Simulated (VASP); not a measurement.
Wanted: the native input for a VASP 6.6.1 run.

| Item | Value |
| --- | --- |
| Task | single point |
| Functional | PBE |
| Potentials or basis | VASP PAW PBE potentials, release 64 (W_sv) |
| Cutoff | 500 eV |
| k mesh | 8 × 8 × 8 |
| Occupations | gaussian, width 0.05 eV |
| Spin | no spin polarisation |
| Dipole correction | no |
| Further INCAR settings | ALGO = Normal; EDIFF = 1e-06; NBANDS = 13 |

The structure of W lies in POSCAR:

```
W
1.0
    0.0000000000      2.0190628742      2.0190628742
    2.0190628742      0.0000000000      2.0190628742
    2.0190628742      2.0190628742      0.0000000000
W
1
Direct
    0.0000000000      0.0000000000      0.0000000000
```

One way to write it, as run:

INCAR

```
SYSTEM = W
  ALGO = Normal
  EDIFF = 1E-6
  ENCUT = 500
  GGA = PE
  GGA_COMPAT = .FALSE.
  ISIF = 2
  ISMEAR = 0
  LASPH = .TRUE.
  LCHARG = .FALSE.
  LREAL = .FALSE.
  LWAVE = .FALSE.
  NBANDS = 13
  NELM = 120
  PREC = Accurate
  SIGMA = 0.05
```

KPOINTS

```
k-points
0
G
  8 8 8
  0 0 0
```

Potentials or basis: VASP PAW PBE potentials, release 64 (W_sv).

The run is started by

```bash
$ cat potpaw_PBE.64/W_sv/POTCAR > POTCAR
$ mpirun -np 1 vasp_std > vasp.out
```

Results of the run:

```yaml
Pressure: 0.8 GPa
Band_gap_on_the_k_mesh: zero (band 7 reaches 13.47 eV, above the bottom of band 8 at 9.88 eV)
```

Caveat: spin-orbit coupling is left out, which moves the levels of the heavy elements.

It took 11 s on 1 thread of Intel Xeon 8259CL, with other jobs on the host, peak memory 0.14 GiB.
